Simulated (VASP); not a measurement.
Here is a VASP 6.6.1 calculation.

INCAR

```
PREC = Accurate
ENCUT = 520
EDIFF = 1E-7
ISMEAR = -1
SIGMA = 0.05
LREAL = False
LASPH = True
NELM = 60
ALGO = Normal
ISIF = 2
LWAVE = False
LCHARG = True
GGA = PS
IVDW = 13
LELF = True
LVHAR = True
NBANDS = 35
```

File KPOINTS:

```
regular mesh
0
Gamma
  9 9 2
```

Contents of POSCAR:

```
Te2Mo
1.0
    3.4602956804      0.0000000000      0.0000000000
   -1.7301478402      2.9967039638      0.0000000000
    0.0000000000      0.0000000000     13.5450558316
Te Mo
4 2
Direct
    0.6666666667      0.3333333333      0.3837396441
    0.3333333333      0.6666666667      0.8837396441
    0.6666666667      0.3333333333      0.1162603559
    0.3333333333      0.6666666667      0.6162603559
    0.6666666667      0.3333333333      0.7500000000
    0.3333333333      0.6666666667      0.2500000000
```

Potentials or basis: VASP PAW PBE potentials, release 64 (Te, Mo_sv).

Run with:

```bash
$ cat potpaw_PBE.64/Te/POTCAR potpaw_PBE.64/Mo_sv/POTCAR > POTCAR
$ mpirun -np 1 vasp_std > vasp.out
```

Estimate the largest force.

0.026 eV/Å.

Predict the pressure.

0.1 GPa.

Forces on the atoms (eV/Å):
```
Te   0.000  0.000  0.026
Te   0.000  0.000  0.026
Te   0.000  0.000 -0.026
Te   0.000  0.000 -0.026
Mo   0.000  0.000  0.000
Mo   0.000  0.000  0.000
```

Caveat: the PAW data sets were made with another functional, which shifts forces and pressure a little; spin-orbit coupling is left out, which moves the levels of the heavy elements.

**Measured values to compare with.**

“Broadband infrared study of pressure-tunable Fano resonance and metallization transition in 2H-MoTe2”, 2022, pmc:9569381 quotes, for a bulk crystal of Te2Mo at 300 K: band gap 0.88 ± 0.05 eV (indirect).

Measured gap of Te2Mo: 0.88 eV (indirect; 300 K; quoted in “Broadband infrared study of pressure-tunable Fano resonance and metallization transition in 2H-MoTe2”, 2022, pmc:9569381). This calculation gives 0.57 eV (-0.31 eV). Spin-orbit coupling on Mo, Te is left out. The value is that of PBEsol+D4 on a finite k mesh, which can miss the band edges, without temperature or zero-point motion. Semilocal functionals fall short of measured gaps as a rule.
